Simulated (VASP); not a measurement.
Input of a VASP 6.6.1 run:

File INCAR:

```
PREC = Accurate ; ENCUT = 600
EDIFF = 1E-6 ; ISMEAR = 0
SIGMA = 0.1 ; LREAL = F
LASPH = T ; NELM = 60
ALGO = Normal ; ISIF = 3
LWAVE = F ; LCHARG = F
GGA = PE ; IBRION = 2
NSW = 90 ; EDIFFG = -0.04
```

The input KPOINTS:

```
Automatic mesh
0
Gamma
  6 6 6
```

File POSCAR:

```
Al
1.0
    1.6648415754      0.9611967316      3.9865693187
   -1.6648415754      0.9611967316      3.9865693187
    0.0000000000     -1.9223934634      3.9865693187
Al
2
Direct
    0.0577000000      0.0577000000      0.0577000000
    0.9423000000      0.9423000000      0.9423000000
```

Potentials or basis: VASP PAW PBE potentials, release 64 (Al).

Run with:

```sh
$ cat potpaw_PBE.64/Al/POTCAR > POTCAR
$ mpirun -np 1 vasp_std > vasp.out
```

Q: Estimate the band gap on the k mesh.

A: Zero (band 3 reaches 10.72 eV, above the bottom of band 4 at 6.39 eV).

Q: Predict the space group after relaxing (to 0.05 Å).

A: R-3m (No. 166).

Q: Predict the relaxed cell.

A: a = 5.059 Å, b = 5.059 Å, c = 5.059 Å, α = 32.35°, β = 32.35°, γ = 32.35°.

Q: Predict the relaxed volume.

A: 16.47 Å³/atom.

Final structure:
```
CELL_PARAMETERS angstrom
1.40906 0.81352 4.78972
-1.40906 0.81352 4.78972
0.00000 -1.62705 4.78972
ATOMIC_POSITIONS crystal
Al 0.25025 0.25025 0.25025
Al 0.74975 0.74975 0.74975
```

Caveat: the k points lie up to 0.44 Å⁻¹ apart in the final cell.
